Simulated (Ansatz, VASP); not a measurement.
Two plane-wave programs on RbBr

Contents of INCAR:

```
SYSTEM = RbBr
  PREC = Accurate
  ENCUT = 520
  EDIFF = 1E-6
  ISMEAR = 0
  SIGMA = 0.01
  LREAL = .False.
  LASPH = .True.
  NELM = 150
  ALGO = Normal
  ISIF = 2
  LWAVE = .False.
  LCHARG = .False.
  MAGMOM = 0 0 0 0 0 0
  LORBIT = 11
  LSORBIT = .True.
  GGA_COMPAT = .False.
  LORBMOM = .True.
  GGA = PS
  NBANDS = 28
```

KPOINTS

```
regular mesh
0
Gamma
  6 6 6
  0 0 0
```

POSCAR

```
RbBr
1.0
    0.0000000000      3.4249234702      3.4249234702
    3.4249234702      0.0000000000      3.4249234702
    3.4249234702      3.4249234702      0.0000000000
Rb Br
1 1
Direct
    0.0000000000      0.0000000000      0.0000000000
    0.5000000000      0.5000000000      0.5000000000
```

Input for Ansatz:

```yaml
crystal:
  lattice:
    - [0.0, 3.42492347018, 3.42492347018]
    - [3.42492347018, 0.0, 3.42492347018]
    - [3.42492347018, 3.42492347018, 0.0]
  atoms:
    - { symbol: Rb, position: [0.0, 0.0, 0.0] }
    - { symbol: Br, position: [0.5, 0.5, 0.5] }
kpoints:
  mp_grid: { grid: [6, 6, 6] }
scf:
  occupations: { method: fixed }
hamiltonian:
  xc: pbesol
  pseudopotentials: { kind: paw_fr }
magnetization:
  noncollinear: true
  spin_orbit: true
output:
  forces: true
  stress: true
  eigenvalues: true
  eigenstates:
    nscf_kmesh: { grid: [8, 8, 8] }
    de_dk: true
    e_range: [-9, 14.21836345113]
checkpoint:
  write: ck
  write_wavefunctions: false
```

Alike in both runs: task single point; functional PBEsol; k mesh 6 × 6 × 6; non-collinear spin, spin-orbit coupling.

```csv
,VASP,Ansatz
version,VASP 6.6.1,Ansatz 0.2.0
potentials or method,"VASP PAW PBE potentials, release 64 (Rb_sv, Br)","PAW with Ansatz's default frozen-core files, fully relativistic files with spin-orbit coupling"
plane-wave cutoff (eV),520,420
occupations,"gaussian, width 0.01 eV",fixed
valence electrons in the cell,16,16
```

|  | VASP | Ansatz | Ansatz less VASP |
| --- | --- | --- | --- |
| pressure (GPa) | 0.0 | 0.0 | -0.04 |
| net moment per atom (μB) | 0.00 | 0.00 | 0.000 |

VASP's potentials were made for PBE, not for PBEsol.
